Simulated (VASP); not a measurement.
Here is a VASP 6.6.1 calculation.

The input POSCAR:

```
Sn8O16F
1.0
    4.8274600300      4.8274600300      0.0000000000
   -4.8274600300      4.8274600300      0.0000000000
    0.0000000000      0.0000000000      6.4759066800
Sn O F
8 16 1
Direct
    0.0110357400      0.4897748900      0.2418574700
    0.5024389000     -0.0017516700      0.2462928500
    0.0083786400      0.0111648900      0.0120963900
    0.4987797400      0.4979473500      0.0027043400
    0.0070348900      0.5098154000      0.7471427700
    0.4975173600     -0.0099791600      0.7496014400
   -0.0076724200      0.0013282400      0.5051804100
    0.5124012600      0.4932605100      0.5012129100
    0.0020714900      0.8073374700      0.2555022200
    0.5367570100      0.3052194900      0.2543385800
   -0.0775679700      0.1893448200      0.2722716100
    0.5082489700      0.6884923600      0.2544703000
    0.3149367500     -0.0555836000     -0.0056805100
    0.8121737200      0.5008462400     -0.0035815600
    0.1976410800      0.5660820800     -0.0136414300
    0.6952389000     -0.0057061600     -0.0042770900
   -0.0059871800      0.8166127200      0.7519694400
    0.4977025500      0.2998000000      0.7551236900
    0.0027000400      0.1997299700      0.7545572700
    0.5130844900      0.6834496200      0.7455019500
    0.3026908700      0.0047072900      0.4953745400
    0.8176022000      0.5105984400      0.5005072300
    0.2025702200      0.4929721900      0.4946630600
    0.6843588800     -0.0168577700      0.5053819300
    0.2152321700      0.2498063700      0.1131323600
```

The input INCAR.step1:

```
SYSTEM = Sn8O16F
ALGO     = Normal         ! electronic algorithm
EDIFF    = 1E-5           ! SCF threshold, eV
ENCUT    = 520            ! plane-wave cutoff, eV
GGA      = PE             ! functional
GGA_COMPAT= .False.      
ISIF     = 2              ! what is computed and relaxed
ISMEAR   = -1             ! smearing method
ISYM     = -1           
LASPH    = .True.         ! aspherical terms in the spheres
LCHARG   = .False.        ! write CHGCAR
LREAL    = Auto         
LWAVE    = .True.         ! write WAVECAR
NBANDS   = 126            ! bands
NELECT   = 216.0        
NELM     = 120            ! most SCF steps
PREC     = Accurate       ! precision mode
SIGMA    = 0.01           ! smearing width, eV
```

INCAR.step2

```
SYSTEM = Sn8O16F
ALGO     = Normal         ! electronic algorithm
EDIFF    = 1E-6           ! SCF threshold, eV
ENCUT    = 520            ! plane-wave cutoff, eV
GGA      = PE             ! functional
GGA_COMPAT= .False.      
HFSCREEN = 0.2079         ! screening, 1/A
ISIF     = 2              ! what is computed and relaxed
ISMEAR   = -1             ! smearing method
ISTART   = 1            
ISYM     = -1           
LASPH    = .True.         ! aspherical terms in the spheres
LCHARG   = .False.        ! write CHGCAR
LHFCALC  = .True.         ! exact exchange
LREAL    = Auto         
LWAVE    = .False.        ! write WAVECAR
NBANDS   = 126            ! bands
NELECT   = 216.0        
NELM     = 120            ! most SCF steps
PREC     = Accurate       ! precision mode
PRECFOCK = Fast         
SIGMA    = 0.01           ! smearing width, eV
```

The input KPOINTS:

```
explicit points
1
Reciprocal
  0.25000000   0.25000000   0.25000000 1
```

Potentials or basis: VASP PAW PBE potentials, release 64 (Sn_d, O, F).

Command:

```bash
$ cat potpaw_PBE.64/Sn_d/POTCAR potpaw_PBE.64/O/POTCAR potpaw_PBE.64/F/POTCAR > POTCAR
$ cp INCAR.step1 INCAR
$ mpirun -np 1 vasp_std > vasp.out
$ cp INCAR.step2 INCAR
$ mpirun -np 1 vasp_std > vasp.out
```

(1) What does it give for the largest force?

Answers

(1) 0.474 eV/Å.

Caveat: the cell carries a net charge on a neutralising background, which shifts energy and pressure; the PAW data sets were made with another functional, which shifts forces and pressure a little.
